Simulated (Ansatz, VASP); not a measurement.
**PN: VASP beside Ansatz**

```xyz
2
Lattice="2.6555 0.0000 0.0000 0.0000 2.6555 0.0000 0.0000 0.0000 2.6416" Properties=species:S:1:pos:R:3 pbc="T T T"
P     0.0000    0.0000    1.3208
N     1.3278    1.3278    1.3208
```

Alike in both runs: functional PBE; dispersion D3(BJ); k mesh 20 × 20 × 20; occupations gaussian, width 0.1 eV; no spin polarisation.

Ansatz relaxed the structure, and its values are those at the end. VASP's run is a single point on that final structure, the one shown.

|  | VASP | Ansatz |
| --- | --- | --- |
| version | VASP 6.6.1 | Ansatz 0.2.0 |
| potentials or method | VASP PAW PBE potentials, release 64 (P, N), cutoff 520 eV | scalar-relativistic, plane waves, PAW |
| valence electrons in the cell | 10 | 10 |

|  | VASP | Ansatz | Ansatz less VASP |
| --- | --- | --- | --- |
| gap on the k mesh at the Fermi level (eV) | none | none | - |
| pressure (GPa) | -0.7 | 0.0 | +0.70 |

A gap of «none» marks a metal or a gap that the smearing closes.
